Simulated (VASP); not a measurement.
Write the native input for VASP 6.6.1 that does the following.

* Task: single point
* Functional: PBE
* Potentials or basis: VASP PAW PBE potentials, release 64 (Nb_sv, B)
* Cutoff: 520 eV
* k mesh: 4 × 4 × 3
* Occupations: gaussian, width 0.2 eV
* Spin: no spin polarisation
* Dipole correction: no
* Further INCAR settings: ALGO = Normal; EDIFF = 1e-06; NBANDS = 37

The structure of Nb3B5 lies in POSCAR:

```
Nb3B5
1.0
    5.0349520296      0.0000000000      0.0000000000
    0.0000000000      5.0349520296      0.0000000000
    0.0000000000      0.0000000000      3.2735445427
Nb B
3 5
Direct
    0.5000000000      0.0000000000      0.1117590814
    0.0000000000      0.5000000000      0.1117590814
    0.5000000000      0.5000000000      0.6158382641
    0.1798117394      0.1798117394      0.6086834408
    0.8201882606      0.8201882606      0.6086834408
    0.8201882606      0.1798117394      0.6086834408
    0.1798117394      0.8201882606      0.6086834408
    0.0000000000      0.0000000000     -0.0199542102
```

The input as run:

INCAR

```
PREC = Accurate
ENCUT = 520
EDIFF = 1E-6
ISMEAR = 0
SIGMA = 0.2
LREAL = False
LASPH = True
NELM = 100
ALGO = Normal
ISIF = 2
LWAVE = False
LCHARG = False
GGA = PE
NBANDS = 37
```

KPOINTS

```
Automatic mesh
0
Gamma
  4 4 3
```

Potentials or basis: VASP PAW PBE potentials, release 64 (Nb_sv, B).

Command:

```bash
$ cat potpaw_PBE.64/Nb_sv/POTCAR potpaw_PBE.64/B/POTCAR > POTCAR
$ mpirun -np 1 vasp_std > vasp.out
```

It gave:

```
Pressure               : -0.3 GPa
Largest force          : 0.017 eV/Å
Band gap on the k mesh : zero (band 27 reaches 11.79 eV, above the bottom of band 28 at 10.58 eV)
```

Caveat: the k points lie up to 0.64 Å⁻¹ apart.

It took 22 s on 1 thread of Intel(R) Xeon(R) 6975P-C (Granite Rapids) (shared host), peak memory 0.19 GiB.
